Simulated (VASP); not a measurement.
Here is a VASP 6.6.1 calculation.

INCAR

```
SYSTEM = GaN
PREC = Accurate
ENCUT = 520
EDIFF = 1E-6
ISMEAR = -1
SIGMA = 0.05
LREAL = Auto
LASPH = .TRUE.
NELM = 100
ALGO = Normal
ISIF = 2
LWAVE = .FALSE.
LCHARG = .FALSE.
GGA = PS
NBANDS = 86
```

File KPOINTS:

```
Automatic mesh
0
G
  6 6 2
  0 0 0
```

File POSCAR:

```
GaN
1.0
    6.3624400221     -0.0007598672     -0.0000550310
   -1.5909378457      2.7555817170     -0.0000143494
   -0.0000796373     -0.0001060661     10.3785431208
Ga N
8 8
Direct
   -0.0012342702      0.0039707999      0.0012067185
    0.1653307141      0.6705356165      0.2514812407
   -0.0013415752      0.0038578405      0.5012063833
    0.3320889223      0.3372845774      0.7514807135
    0.4987655500      0.0039682496      0.0012060587
    0.6653304903      0.6705338055      0.2514805593
    0.4986588594      0.0038565110      0.5012063635
    0.8320890339      0.3372861946      0.7514809935
   -0.0012954304      0.0039092259      0.1891560893
    0.1652805772      0.6704789216      0.4393129772
   -0.0012876790      0.0039090849      0.6891558273
    0.3321386065      0.3373400658      0.9393124883
    0.4987042729      0.0039077558      0.1891555209
    0.6652807345      0.6704772097      0.4393123699
    0.4987128595      0.0039079567      0.6891556276
    0.8321392633      0.3373426968      0.9393129339
```

Potentials or basis: VASP PAW PBE potentials, release 64 (Ga_d, N).

The run is started by

```sh
$ cat potpaw_PBE.64/Ga_d/POTCAR potpaw_PBE.64/N/POTCAR > POTCAR
$ mpirun -np 1 vasp_std > vasp.out
```

**Question.** Estimate the band gap on the k mesh.

**Answer.** 1.80 eV.

**Question.** Predict the pressure.

**Answer.** -0.2 GPa.

Forces on the atoms (eV/Å):
```
Ga   0.002 -0.001  0.001
Ga   0.002 -0.002  0.000
Ga   0.000  0.000  0.001
Ga   0.001  0.000  0.000
Ga   0.002 -0.001  0.001
Ga   0.002 -0.002  0.000
Ga   0.000  0.000  0.001
Ga   0.001  0.000  0.000
N   -0.001  0.001 -0.001
N   -0.001  0.001  0.000
N   -0.001  0.001 -0.001
N   -0.001  0.001  0.000
N   -0.001  0.001 -0.001
N   -0.001  0.001  0.000
N   -0.001  0.001 -0.001
N   -0.001  0.001  0.000
```

Caveat: the PAW data sets were made with another functional, which shifts forces and pressure a little.
